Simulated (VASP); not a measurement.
# SrVO3 (Pm-3m) in VASP: a series of runs, part 2 of 2

VASP 6.6.1. The steps go on from the part before.

## 3. Single point, RPBE, collinear spin, ferromagnetic start

INCAR

```
SYSTEM = SrVO3
  PREC = Accurate
  ENCUT = 520
  EDIFF = 1E-6
  ISMEAR = -1
  SIGMA = 0.05
  LREAL = .False.
  LASPH = .True.
  NELM = 150
  ALGO = Normal
  ISIF = 2
  LWAVE = .False.
  LCHARG = .True.
  ISPIN = 2
  MAGMOM = 0 2 0 0 0
  LORBIT = 11
  LMAXMIX = 4
  GGA = RP
  LELF = .True.
  LVHAR = .True.
  NBANDS = 32
```

KPOINTS

```
Automatic mesh
0
Gamma
  7 7 7
  0 0 0
```

POSCAR

```
SrVO3
1.0
    3.8409000000      0.0000000000      0.0000000000
    0.0000000000      3.8409000000      0.0000000000
    0.0000000000      0.0000000000      3.8409000000
Sr V O
1 1 3
Direct
    0.5000000000      0.5000000000      0.5000000000
    0.0000000000      0.0000000000      0.0000000000
    0.0000000000      0.0000000000      0.5000000000
    0.0000000000      0.5000000000      0.0000000000
    0.5000000000      0.0000000000      0.0000000000
```

Potentials or basis: VASP PAW PBE potentials, release 64 (Sr_sv, V_sv, O).

On the command line:

```
cat potpaw_PBE.64/Sr_sv/POTCAR potpaw_PBE.64/V_sv/POTCAR potpaw_PBE.64/O/POTCAR > POTCAR
mpirun -np 1 vasp_std > vasp.out
```

OUTCAR:

```text
SYSTEM = SrVO3
   PREC = Accurate
   ENCUT = 520
   EDIFF = 1E-6
   ISMEAR = -1
   LREAL = .False.
   LASPH = .True.
   NELM = 150
   ISIF = 2
   ISPIN = 2
   LORBIT = 11
   GGA = RP

 ion  position               nearest neighbor table
   1  0.500  0.500  0.500-   3 2.72   4 2.72   5 2.72   4 2.72   5 2.72   3 2.72   5 2.72   5 2.72
                             3 2.72   4 2.72   4 2.72   3 2.72   2 3.33   2 3.33   2 3.33   2 3.33
   2  0.000  0.000  0.000-   3 1.92   4 1.92   5 1.92   3 1.92   4 1.92   5 1.92   1 3.33   1 3.33
                             1 3.33   1 3.33   1 3.33   1 3.33   1 3.33   1 3.33
   3  0.000  0.000  0.500-   2 1.92   2 1.92   1 2.72   1 2.72   1 2.72   1 2.72
   4  0.000  0.500  0.000-   2 1.92   2 1.92   1 2.72   1 2.72   1 2.72   1 2.72
   5  0.500  0.000  0.000-   2 1.92   2 1.92   1 2.72   1 2.72   1 2.72   1 2.72

[... 1633 lines left out ...]
      1.92045      1.92045      1.92045         0.000000      0.000000      0.000000
      0.00000      0.00000      0.00000         0.000000      0.000000      0.000000
      0.00000      0.00000      1.92045         0.000000      0.000000      0.000000
      0.00000      1.92045      0.00000         0.000000      0.000000      0.000000
      1.92045      0.00000      0.00000         0.000000      0.000000      0.000000
 -----------------------------------------------------------------------------------
    total drift:                                0.000000     -0.000000      0.000000

  FREE ENERGIE OF THE ION-ELECTRON SYSTEM (eV)
  ---------------------------------------------------
  free  energy   TOTEN  =       -37.1289050551 eV

  energy  without entropy=      -37.1170824627  energy(sigma->0) =      -37.12299376

 total charge

# of ion       s       p       d       tot
------------------------------------------
    1        2.001   5.834   0.216   8.051
    2        2.284   6.348   2.951  11.584
    3        1.570   3.492   0.000   5.062
    4        1.570   3.492   0.000   5.062
    5        1.570   3.492   0.000   5.062
--------------------------------------------------
tot          8.994  22.659   3.167  34.820

 magnetization (x)

# of ion       s       p       d       tot
------------------------------------------
    1        0.000   0.000  -0.000  -0.000
    2       -0.000  -0.000  -0.004  -0.004
    3        0.000   0.000   0.000   0.000
    4        0.000   0.000   0.000   0.000
    5        0.000   0.000   0.000   0.000
--------------------------------------------------
tot         -0.000   0.000  -0.004  -0.004
```

OSZICAR:

```text
N       E                     dE             d eps       ncg     rms          rms(c)
DAV:   1     0.376640572393E+03    0.37664E+03   -0.21364E+04  2560   0.133E+03
DAV:   2    -0.239707208362E+02   -0.40061E+03   -0.38338E+03  3048   0.388E+02
DAV:   3    -0.464777401544E+02   -0.22507E+02   -0.22300E+02  3272   0.964E+01
DAV:   4    -0.471251118427E+02   -0.64737E+00   -0.64641E+00  3608   0.115E+01
DAV:   5    -0.471367397936E+02   -0.11628E-01   -0.11628E-01  3264   0.129E+00    0.389E+01
DAV:   6    -0.384160041336E+02    0.87207E+01   -0.43830E+01  2816   0.586E+01    0.171E+01
DAV:   7    -0.377372717549E+02    0.67873E+00   -0.18415E+01  2696   0.381E+01    0.174E+01
DAV:   8    -0.371425204116E+02    0.59475E+00   -0.15156E+00  2936   0.105E+01    0.693E+00
DAV:   9    -0.371816873653E+02   -0.39167E-01   -0.51739E-01  3096   0.573E+00    0.278E+00
DAV:  10    -0.371301698842E+02    0.51517E-01   -0.14435E-01  2864   0.346E+00    0.654E-01
DAV:  11    -0.371287264794E+02    0.14434E-02   -0.10260E-02  3088   0.727E-01    0.324E-01
DAV:  12    -0.371289001981E+02   -0.17372E-03   -0.34435E-03  2912   0.345E-01    0.120E-01
DAV:  13    -0.371290331255E+02   -0.13293E-03   -0.88240E-04  3288   0.208E-01    0.123E-01
DAV:  14    -0.371289605746E+02    0.72551E-04   -0.11850E-04  2984   0.953E-02    0.767E-02
DAV:  15    -0.371289219441E+02    0.38630E-04   -0.31468E-05  3272   0.450E-02    0.515E-02
DAV:  16    -0.371289044981E+02    0.17446E-04   -0.13108E-04  3048   0.939E-02    0.114E-02
DAV:  17    -0.371289050551E+02   -0.55695E-06   -0.92884E-06  2824   0.230E-02
   1 F= -.37128905E+02 E0= -.37122994E+02  d E =-.118226E-01  mag=    -0.0047
```

stdout:

```text
POSCAR found type information on POSCAR SrV O
 POSCAR found :  3 types and       5 ions
 scaLAPACK will be used
 -----------------------------------------------------------------------------
|                                                                             |
|                                                                             |
|     You enforced a specific xc type in the INCAR file but a different       |
|     I HOPE YOU KNOW WHAT YOU ARE DOING!                                     |
|                                                                             |
 -----------------------------------------------------------------------------

 LDA part: xc-table for (Slater+PW92), standard interpolation
 POSCAR, INCAR and KPOINTS ok, starting setup
 FFT: planning ... GRIDC
 FFT: planning ... GRID_SOFT
 FFT: planning ... GRID
 WAVECAR not read
 entering main loop
```

Run time: 79 s. Hardware: 1 thread of Intel Xeon Platinum 8259CL at 2.50GHz (Skylake/Cascade Lake), shared host; peak memory 0.22 GiB.

What came out:

```yaml
Free_energy: -37.1289 eV
Pressure: 8.2 GPa
Net_moment: -0.01 μB per cell
Valence_electrons_inside_the_program's_atomic_spheres: Sr 8.05; V 11.58; O 5.06
```

Caveat: the cell stands under pressure; the PAW data sets were made with another functional, which shifts forces and pressure a little; semilocal functionals often make such compounds metallic where correlation or magnetic order opens a gap, which also shifts bond lengths.

## 4. Single point, revPBE, collinear spin, ferromagnetic start

INCAR

```
PREC     = Accurate       # precision mode
ENCUT    = 520            # plane-wave cutoff, eV
EDIFF    = 1E-7           # SCF threshold, eV
ISMEAR   = -1             # smearing method
SIGMA    = 0.05           # smearing width, eV
LREAL    = False          # projectors in reciprocal space
LASPH    = True           # aspherical terms in the spheres
NELM     = 150            # most SCF steps
ALGO     = Normal         # electronic algorithm
ISIF     = 2              # what is computed and relaxed
LWAVE    = False          # write WAVECAR
LCHARG   = False          # write CHGCAR
ISPIN    = 2              # spin polarisation
MAGMOM   = 0 2 0 0 0      # initial moments
LORBIT   = 11             # projections on sites
LMAXMIX  = 4              # l up to which the mixer works
GGA      = RE             # functional
NBANDS   = 32             # bands
```

KPOINTS

```
Automatic mesh
0
Gamma
  7 7 7
```

POSCAR is that of step 3.

On the command line:

```
cat potpaw_PBE.64/Sr_sv/POTCAR potpaw_PBE.64/V_sv/POTCAR potpaw_PBE.64/O/POTCAR > POTCAR
mpirun -np 1 vasp_std > vasp.out
```

It took 87 s on 1 thread of Intel Xeon Platinum 8259CL at 2.50GHz (Skylake/Cascade Lake), shared host; peak memory 0.22 GiB.

The run converged. Its results:

* Free energy: -37.4421 eV
* Pressure: 6.9 GPa
* Net moment: 0.00 μB per cell
* Valence electrons inside the program's atomic spheres: Sr 8.04; V 11.59; O 5.06

Levels at points of the mesh, in eV from the Fermi level:
Spin up:
```
           k point  band 18  band 19  band 20  band 21  band 22  band 23
(0.00, 0.00, 0.00)    -2.35    -2.35    -2.35    -0.86    -0.86    -0.86
```
Spin down:
```
           k point  band 18  band 19  band 20  band 21  band 22  band 23
(0.00, 0.00, 0.00)    -2.35    -2.35    -2.35    -0.86    -0.86    -0.86
```

Caveat: the cell stands under pressure; the PAW data sets were made with another functional, which shifts forces and pressure a little; semilocal functionals often make such compounds metallic where correlation or magnetic order opens a gap, which also shifts bond lengths.

## 5. Single point, RPBE, collinear spin, ferromagnetic start

This run uses another cell than the first one, of 11.80 Å³/atom.

INCAR

```
SYSTEM = SrVO3
  PREC = Accurate
  ENCUT = 520
  EDIFF = 1E-6
  ISMEAR = -1
  SIGMA = 0.05
  LREAL = .FALSE.
  LASPH = .TRUE.
  NELM = 150
  ALGO = Normal
  ISIF = 2
  LWAVE = .FALSE.
  LCHARG = .FALSE.
  ISPIN = 2
  MAGMOM = 0 2 0 0 0
  LORBIT = 11
  LMAXMIX = 4
  GGA = RP
  NBANDS = 32
```

KPOINTS

```
Automatic mesh
0
G
  7 7 7
  0 0 0
```

POSCAR, as its differences from that of step 4:

```diff
@@ -2,5 +2,5 @@
 1.0
-    3.8409000000      0.0000000000      0.0000000000
-    0.0000000000      3.8409000000      0.0000000000
-    0.0000000000      0.0000000000      3.8409000000
+    3.8926529096      0.0000000000      0.0000000000
+    0.0000000000      3.8926529096      0.0000000000
+    0.0000000000      0.0000000000      3.8926529096
 Sr V O
```

On the command line:

```
cat potpaw_PBE.64/Sr_sv/POTCAR potpaw_PBE.64/V_sv/POTCAR potpaw_PBE.64/O/POTCAR > POTCAR
mpirun -np 1 vasp_std > vasp.out
```

It took 78 s on 1 thread of Intel Xeon Platinum 8259CL at 2.50GHz (Skylake/Cascade Lake), shared host; peak memory 0.22 GiB.

It converged, with:

* Free energy: -37.1954 eV
* Pressure: 0.8 GPa
* Net moment: -0.01 μB per cell
* Valence electrons inside the program's atomic spheres: Sr 8.02; V 11.49; O 5.04

Levels at points of the mesh, in eV from the Fermi level:
Spin up:
```csv
k point,band 18,band 19,band 20,band 21,band 22,band 23
"(0.00, 0.00, 0.00)",-2.26,-2.26,-2.26,-0.80,-0.80,-0.80
```
Spin down:
| k point | band 18 | band 19 | band 20 | band 21 | band 22 | band 23 |
| --- | --- | --- | --- | --- | --- | --- |
| (0.00, 0.00, 0.00) | -2.26 | -2.26 | -2.26 | -0.81 | -0.81 | -0.81 |

Caveat: the PAW data sets were made with another functional, which shifts forces and pressure a little; semilocal functionals often make such compounds metallic where correlation or magnetic order opens a gap, which also shifts bond lengths. With open d or f shells a metallic result of RPBE can be an artefact of self-interaction; +U or a hybrid may open a gap.

## 6. The runs side by side

```tsv
level	potentials or basis	cell	cutoff (eV)	gap on the mesh (eV)	pressure (GPa)	moment (μB)
PBE	VASP PAW PBE potentials, release 64 (Sr_sv, V_sv, O_h)	a = 3.841 Å, 5 atoms	910	none	2.9	0.00
RPBE	VASP PAW PBE potentials, release 64 (Sr_sv, V_sv, O)	a = 3.841 Å, 5 atoms	520	none	8.2	0.01
revPBE	VASP PAW PBE potentials, release 64 (Sr_sv, V_sv, O)	a = 3.841 Å, 5 atoms	520	none	6.9	0.00
RPBE	VASP PAW PBE potentials, release 64 (Sr_sv, V_sv, O)	a = 3.893 Å, 5 atoms	520	none	0.8	0.01
```

Alike in all rows: task single point; spin collinear, ferromagnetic start; k mesh 7 × 7 × 7; smearing fermi-dirac 0.05 eV.

Caveats: semilocal functionals often make such compounds metallic where correlation or magnetic order opens a gap, which also shifts bond lengths; the PAW data sets were made with another functional, which shifts forces and pressure a little (at least some runs); the cell stands under pressure (at least some runs); the cutoff is under 1.25 times the usual one of these potentials, so pressure, stress and relaxed cells hold a basis-set (Pulay) error (at least some runs).

Absolute energies hang on the potentials; compare differences alone.
